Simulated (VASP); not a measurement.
Write the native input for VASP 6.6.1 that does the following.

```
Task                   : single point
Functional             : PBE
Potentials or basis    : VASP PAW PBE potentials, release 64 (Hf_pv, N)
Cutoff                 : 520 eV
k mesh                 : 11 × 11 × 11
Occupations            : fermi-dirac, width 0.1 eV
Spin                   : no spin polarisation
Dipole correction      : no
Further INCAR settings : ALGO = Normal; EDIFF = 1e-06; NBANDS = 14
```

The structure of HfN lies in POSCAR:

```
HfN
1.0
    0.0000000000      2.3110459652      2.3110459652
    2.3110459652      0.0000000000      2.3110459652
    2.3110459652      2.3110459652      0.0000000000
Hf N
1 1
Direct
    0.0000000000      0.0000000000      0.0000000000
    0.5000000000      0.5000000000      0.5000000000
```

These files were run (other wordings do the same):

INCAR

```
SYSTEM = HfN
  PREC = Accurate
  ENCUT = 520
  EDIFF = 1E-6
  ISMEAR = -1
  SIGMA = 0.1
  LREAL = .False.
  LASPH = .True.
  NELM = 60
  ALGO = Normal
  ISIF = 2
  LWAVE = .False.
  LCHARG = .False.
  GGA = PE
  NBANDS = 14
```

KPOINTS

```
regular mesh
0
Gamma
  11 11 11
  0 0 0
```

Potentials or basis: VASP PAW PBE potentials, release 64 (Hf_pv, N).

Run with:

```console
$ cat potpaw_PBE.64/Hf_pv/POTCAR potpaw_PBE.64/N/POTCAR > POTCAR
$ mpirun -np 1 vasp_std > vasp.out
```

Results of the run:

| Property | Result |
| --- | --- |
| Pressure | -13.6 GPa |

It took 34 s on 1 thread of AMD EPYC 7R13 (shared host), peak memory 0.12 GiB.
